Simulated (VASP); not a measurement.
# PbS (P1) in VASP: single point with PBE

Aim: the single point of PbS with PBE.

Program: VASP 6.6.1. These are calculated values, not measurements. Logs are shortened: lines on timing, memory, paths and dates and some standing lists are left out, and cuts for length are marked.

## Step 1: The cell of the first run

The typed cell holds 16 atoms: a = 8.228 Å, b = 8.233 Å, c = 8.607 Å, α = 76.18°, β = 61.45°, γ = 60.02°.

## Step 2: Single point, PBE (dynamics (nvt langevin) at 200 K, volume x 1.0, from the last frame before)

File INCAR:

```
SYSTEM = PbS
ALGO = Normal ; EDIFF = 1E-6
ENCUT = 520 ; GGA = PE
ISIF = 2 ; ISMEAR = -1
LASPH = .True. ; LCHARG = .False.
LREAL = Auto ; LWAVE = .False.
NBANDS = 94 ; NELM = 100
PREC = Accurate ; SIGMA = 0.02
```

File KPOINTS:

```
Automatic mesh
0
Gamma
  2 2 2
  0.5 0.5 0.5
```

File POSCAR:

```
PbS
1.0
    8.2277673600      0.0000000000      0.0000000000
    4.1138836800      7.1316585300      0.0000000000
    4.1138836800      0.0000000000      7.5599447400
Pb S
8 8
Direct
    0.7512671155      0.5044338543      0.4876182468
    0.7540152766      1.0031937129      0.4847663741
    0.2581633062      0.5046572245      0.4814789162
    0.2578085730      0.9966800808      0.4813152907
    0.0090223984      0.4980997036      0.9863189820
    0.0082037375      0.0011290501      0.9858763862
    0.5117403783      0.4951058699      0.9882856631
    0.5101865371      0.0036525865      0.9799998882
    0.9945064698      0.8345608493      0.6803629096
    0.9770222937      0.3277288151      0.7023321178
    0.4908881723      0.8388224106      0.6897894336
    0.4658934467      0.3269396579      0.6977298355
    0.0666798261      0.1750992416      0.1900279763
    0.0782872422      0.6599898159      0.1915327492
    0.5726900332      0.1722513767      0.1950518226
    0.5690634563      0.6680052024      0.1985708959
```

Potentials or basis: VASP PAW PBE potentials, release 64 (Pb_d, S).

On the command line:

```console
cat potpaw_PBE.64/Pb_d/POTCAR potpaw_PBE.64/S/POTCAR > POTCAR
mpirun -np 1 vasp_std > vasp.out
```

OUTCAR:

```text
SYSTEM = PbS
   EDIFF = 1E-6
   ENCUT = 520
   GGA = PE
   ISIF = 2
   ISMEAR = -1
   LASPH = .True.
   LREAL = Auto
   NELM = 100
   PREC = Accurate

 ion  position               nearest neighbor table
   1  0.751  0.504  0.488-  11 2.83  10 2.88  12 3.00  16 3.19  13 3.25  14 3.27   7 3.79   5 3.79
                             4 4.07   3 4.08   2 4.11   2 4.12
   2  0.754  0.003  0.485-  11 2.79  12 2.82   9 2.83  15 3.19  13 3.28  14 3.30   8 3.74   6 3.77
                             4 4.10   1 4.11   3 4.11   3 4.12   1 4.12   4 4.12
   3  0.258  0.505  0.481-  12 2.79   9 2.79  10 2.99  14 3.19  16 3.19  15 3.21   7 3.73   5 3.82
                             4 4.05   1 4.08   2 4.11   2 4.12
   4  0.258  0.997  0.481-   9 2.77  11 2.88  10 2.89  16 3.17  13 3.26  15 3.29   8 3.79   6 3.81
                             3 4.05   1 4.07   2 4.10   2 4.12
   5  0.009  0.498  0.986-  13 2.77  14 2.84  16 2.87  12 3.12  10 3.26   9 3.33   1 3.79   3 3.82
                             8 4.09   7 4.10   6 4.10   7 4.13   6 4.14
   6  0.008  0.001  0.986-  15 2.84  13 2.84  14 2.89  10 3.17  11 3.27   9 3.31   2 3.77   4 3.81
                             7 4.07   5 4.10   8 4.11   8 4.12   5 4.14
   7  0.512  0.495  0.988-  15 2.78  14 2.82  16 2.87  10 3.15  11 3.33  12 3.37   3 3.73   1 3.79
                             8 4.07   6 4.07   5 4.10   5 4.13
   8  0.510  0.004  0.980-  13 2.89  16 2.91  15 2.91  12 3.15  11 3.21   9 3.29   2 3.74   4 3.79
                             7 4.07   5 4.09   6 4.11   6 4.12
   9  0.995  0.835  0.680-   4 2.77   3 2.79   2 2.83   8 3.29   6 3.31   5 3.33
  10  0.977  0.328  0.702-   1 2.88   4 2.89   3 2.99   7 3.15   6 3.17   5 3.26
  11  0.491  0.839  0.690-   2 2.79   1 2.83   4 2.88   8 3.21   6 3.27   7 3.33
  12  0.466  0.327  0.698-   3 2.79   2 2.82   1 3.00   5 3.12   8 3.15   7 3.37
  13  0.067  0.175  0.190-   5 2.77   6 2.84   8 2.89   1 3.25   4 3.26   2 3.28
  14  0.078  0.660  0.192-   7 2.82   5 2.84   6 2.89   3 3.19   1 3.27   2 3.30
  15  0.573  0.172  0.195-   7 2.78   6 2.84   8 2.91   2 3.19   3 3.21   4 3.29
  16  0.569  0.668  0.199-   5 2.87   7 2.87   8 2.91   4 3.17   1 3.19   3 3.19

  LATTYP: Found a face centered orthorhombic cell.
 ALAT       =     8.2277673600
 B/A-ratio  =     1.7335586236
 C/A-ratio  =     1.8376661394

  Lattice vectors:

 A1 = (   0.0000000000,   7.1316585300,   7.5599447400)
 A2 = (   4.1138836800,   0.0000000000,   7.5599447400)
 A3 = (   4.1138836800,   7.1316585300,   0.0000000000)

Analysis of symmetry for initial positions (statically):
=====================================================================
 Subroutine PRICEL returns:
 Original cell was already a primitive cell.

 Routine SETGRP: Setting up the symmetry group for a
 face centered orthorhombic supercell.

 Subroutine GETGRP returns: Found  1 space group operations
 (whereof  1 operations were pure point group operations)
[... 147 lines left out ...]
   NUPDOWN=      -1.0000    fix difference up-down
   EMIN   =  10.00;   EMAX   =-10.00  energy-range for DOS
   EFERMI =   0.00;   METHOD = LEGACY
   ISMEAR =    -1;   SIGMA  =   0.02  broadening in eV -4-tet -1-fermi 0-gaus
   EFERMI_NEDOS =   21; number of points for ismear=-14 and -15
   IALGO  =     38    algorithm
   IMIX   =      4    mixing-type and parameters
     AMIX     =   0.40;   BMIX     =  1.00
     AMIX_MAG =   1.60;   BMIX_MAG =  1.00
  volume/ion in A,a.u.               =      27.72       187.10
  Fermi-wavevector in a.u.,A,eV,Ry     =   1.165336  2.202165 18.476815  1.358008
  Thomas-Fermi vector in A             =   2.301863
   LORBIT       =      0    0 simple, 1 ext, 2 COOP (PROOUT), +10 PAW based schemes
   GGA     = PE    functional components
   LHFCALC =     F    Hartree Fock is set to
   AEXX    =    0.0000 exact exchange contribution
   IVDW    =     0    specifies the selected vdW correction
   LEPSILON=     F    determine dielectric tensor
   LRPA    =     F    only Hartree local field effects (RPA)
 non-spin polarized calculation
  energy-cutoff  :      520.00
  volume of cell :      443.60
 maximum number of plane-waves:     11954
 NGX is ok and might be reduce to    64
   NGX = 31   NGY = 31   NGZ = 31

 number of electron     160.0000008 magnetization

 Free energy of the ion-electron system (eV)
  ---------------------------------------------------
  ext. energy  EPLUGINS =         0.00000000
  ---------------------------------------------------
  free energy    TOTEN  =       -69.12423419 eV

  energy without entropy =      -69.12423419  energy(sigma->0) =      -69.12423419

 E-fermi :   5.3231     XC(G=0):  -9.3583

 val. band max:        4.8724243328   @ k =  -0.2500   0.5000   0.5000
 cond. band min:       5.9672321667   @ k =  -0.2500  -0.2500   0.2500
 fundamental gap:      1.0948078339
 Fermi energy:         5.3230869757

 k-point     1 :       0.2500    0.2500    0.2500
  band No.  band energies     occupation
      1     -11.8399      2.00000
      2     -11.8346      2.00000
      3     -11.8099      2.00000
      4     -11.8042      2.00000
      5     -11.7945      2.00000
      6     -11.7926      2.00000
[... 1509 lines left out ...]
     91       8.3074      0.00000
     92       8.3995      0.00000
 [bands above 92 left out]

------------------------ aborting loop because EDIFF is reached ----------------------------------------

  FORCE on cell =-STRESS in cart. coord.  units (eV):
  Direction    XX          YY          ZZ          XY          YZ          ZX
  --------------------------------------------------------------------------------------
  -------------------------------------------------------------------------------------
  Total        2.1637051      3.1695908      2.1860479     -0.6327955     -0.1175059      0.0715394
  in kB        7.8147931     11.4478153      7.8954901     -2.2855084     -0.4244036      0.2583835
  external PRESSURE =       9.0526995 kB  Pullay stress =       0.0000000 kB

 VOLUME and BASIS-vectors are now :
 -----------------------------------------------------------------------------
  energy-cutoff  :      520.00
  volume of cell :      443.60
      direct lattice vectors                 reciprocal lattice vectors
     8.227767360  0.000000000  0.000000000     0.121539654 -0.070109919 -0.066138050
     4.113883680  7.131658530  0.000000000     0.000000000  0.140219837  0.000000000
     4.113883680  0.000000000  7.559944740     0.000000000  0.000000000  0.132276099

 POSITION                                       TOTAL-FORCE (eV/Angst)
 -----------------------------------------------------------------------------------
     10.26244      3.59745      3.68637         0.052920     -0.142256      0.094762
      8.21127      0.02278      3.66481        -0.014323      0.018570     -0.199738
      6.18096      3.59904      3.63995        -0.294101     -0.168028     -0.036014
      8.20149      7.10798      3.63872         0.142370      0.248018     -0.020568
      6.18096      3.55228      7.45652        -0.028673      0.109985     -0.174421
      4.12792      0.00805      7.45317        -0.003274     -0.009558     -0.085253
[... 8 lines left out ...]
      6.22300      1.22844      1.47458        -0.114445     -0.154619     -0.104286
      8.24711      4.76398      1.50118        -0.140940      0.042282      0.010432
 -----------------------------------------------------------------------------------
    total drift:                               -0.008183     -0.001209      0.009887

  FREE ENERGIE OF THE ION-ELECTRON SYSTEM (eV)
  ---------------------------------------------------
  free  energy   TOTEN  =       -69.1242341864 eV

  energy  without entropy=      -69.1242341864  energy(sigma->0) =      -69.12423419
```

OSZICAR:

```text
N       E                     dE             d eps       ncg     rms          rms(c)
DAV:   1     0.199014388717E+04    0.19901E+04   -0.71053E+04  3008   0.181E+03
DAV:   2     0.269486395296E+03   -0.17207E+04   -0.16791E+04  3008   0.502E+02
DAV:   3    -0.425133357024E+02   -0.31200E+03   -0.29567E+03  3702   0.238E+02
DAV:   4    -0.723235826304E+02   -0.29810E+02   -0.29278E+02  3920   0.682E+01
DAV:   5    -0.733158432756E+02   -0.99226E+00   -0.98634E+00  3776   0.124E+01    0.137E+01
DAV:   6    -0.690104800071E+02    0.43054E+01   -0.11463E+01  4328   0.123E+01    0.865E+00
DAV:   7    -0.691102313574E+02   -0.99751E-01   -0.27893E+00  3960   0.426E+00    0.473E+00
DAV:   8    -0.691467874152E+02   -0.36556E-01   -0.46247E-01  3784   0.370E+00    0.825E-01
DAV:   9    -0.691215802042E+02    0.25207E-01   -0.10588E-01  4008   0.156E+00    0.409E-01
DAV:  10    -0.691231400991E+02   -0.15599E-02   -0.10758E-02  3896   0.345E-01    0.178E-01
DAV:  11    -0.691242207711E+02   -0.10807E-02   -0.14935E-03  3560   0.139E-01    0.446E-02
DAV:  12    -0.691242289200E+02   -0.81489E-05   -0.19225E-04  4094   0.456E-02    0.297E-02
DAV:  13    -0.691242338162E+02   -0.48962E-05   -0.44705E-05  3936   0.375E-02    0.242E-02
DAV:  14    -0.691242341864E+02   -0.37021E-06   -0.61666E-06  2740   0.116E-02
   1 F= -.69124234E+02 E0= -.69124234E+02  d E =-.262676E-10
```

stdout:

```text
POSCAR found type information on POSCAR PbS
 POSCAR found :  2 types and      16 ions
 scaLAPACK will be used
 LDA part: xc-table for (Slater+PW92), standard interpolation
 POSCAR, INCAR and KPOINTS ok, starting setup
 FFT: planning ... GRIDC
 FFT: planning ... GRID_SOFT
 FFT: planning ... GRID
 WAVECAR not read
 entering main loop
```

Wall time 22 min (1 thread of Intel Xeon Platinum 8488C (Sapphire Rapids), shared host); peak memory 0.78 GiB.

What came out:

* Free energy: -69.1242 eV
* Pressure: 0.9 GPa
* Largest force: 0.515 eV/Å
* Band gap on the k mesh: 1.09 eV

Forces in eV/Å, atoms in the order of the input:
```
Pb   0.053 -0.142  0.095
Pb  -0.014  0.019 -0.200
Pb  -0.294 -0.168 -0.036
Pb   0.142  0.248 -0.021
Pb  -0.029  0.110 -0.174
Pb  -0.003 -0.010 -0.085
Pb   0.091  0.091 -0.164
Pb  -0.013 -0.008  0.127
S   -0.058  0.035  0.368
S    0.067  0.076 -0.228
S   -0.136 -0.125  0.102
S    0.503  0.089  0.072
S    0.140 -0.208  0.015
S   -0.193  0.104  0.224
S   -0.114 -0.155 -0.104
S   -0.141  0.042  0.010
```

Caveat: spin-orbit coupling is left out, which moves the levels of the heavy elements. A k mesh can miss the band edges.
